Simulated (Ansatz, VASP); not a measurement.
Two plane-wave programs on SnSe

Contents of INCAR:

```
SYSTEM = SnSe
PREC     = Accurate       ! precision mode
ENCUT    = 600            ! plane-wave cutoff, eV
EDIFF    = 1E-7           ! SCF threshold, eV
ISMEAR   = -1             ! smearing method
SIGMA    = 0.08           ! smearing width, eV
LREAL    = .False.        ! projectors in reciprocal space
LASPH    = .True.         ! aspherical terms in the spheres
NELM     = 100            ! most SCF steps
ALGO     = Normal         ! electronic algorithm
ISIF     = 3              ! what is computed and relaxed
LWAVE    = .False.        ! write WAVECAR
LCHARG   = .False.        ! write CHGCAR
GGA      = PE             ! functional
IBRION   = 2              ! ionic algorithm
NSW      = 100            ! ionic steps
EDIFFG   = -0.005         ! ionic threshold
```

File KPOINTS:

```
regular mesh
0
Gamma
  11 11 6
  0 0 0
```

The input POSCAR:

```
SnSe
1.0
    4.3246508599      0.0000000000      0.0000000000
   -2.1623254299      3.7452575071      0.0000000000
    0.0000000000      0.0000000000      7.0491809016
Sn Se
2 2
Direct
    0.3333333333      0.6666666667      0.0000000000
    0.6666666667      0.3333333333      0.5000000000
    0.3333333333      0.6666666667      0.3760000000
    0.6666666667      0.3333333333      0.8760000000
```

Input for Ansatz:

```yaml
crystal:
  lattice:
    - [4.3246508599, 0.0, 0.0]
    - [-2.1623254299, 3.7452575071, 0.0]
    - [0.0, 0.0, 7.0491809016]
  atoms:
    - { symbol: Sn, position: [0.3333333333, 0.6666666667, 0.0] }
    - { symbol: Sn, position: [0.6666666667, 0.3333333333, 0.5] }
    - { symbol: Se, position: [0.3333333333, 0.6666666667, 0.376] }
    - { symbol: Se, position: [0.6666666667, 0.3333333333, 0.876] }
kpoints:
  mp_grid: { grid: [11, 11, 6] }
scf:
  occupations: { method: fermi_dirac, width: 0.08 }
hamiltonian:
  xc: pbe
  pseudopotentials: { kind: paw }
output:
  forces: true
  stress: true
relax:
  f_tol: 0.005
  max_steps: 80
  cell: {}
```

Alike in both runs: task relaxation of cell and atoms; functional PBE; k mesh 11 × 11 × 6; occupations fermi-dirac, width 0.08 eV; no spin polarisation.

|  | VASP | Ansatz |
| --- | --- | --- |
| version | VASP 6.6.1 | Ansatz 0.2.0 |
| potentials or method | VASP PAW PBE potentials, release 64 (Sn_d, Se) | PAW with Ansatz's default frozen-core files, scalar-relativistic |
| plane-wave cutoff (eV) | 600 | 420 |
| valence electrons in the cell | 40 | 60 |

|  | VASP | Ansatz | Ansatz less VASP |
| --- | --- | --- | --- |
| relaxed volume (Å³/atom) | 34.86 | 34.85 | -0.006 |
| relaxed cell length with the largest relative difference (Å) | 5.111 | 5.110 | -0.0006 |

VASP's potentials hold 40 valence electrons a cell and Ansatz's 60, so a difference there can come from the potentials and not from the codes.

Noted on VASP's run: the volume moved by over 15 % at a fixed basis, so the end points are rough.
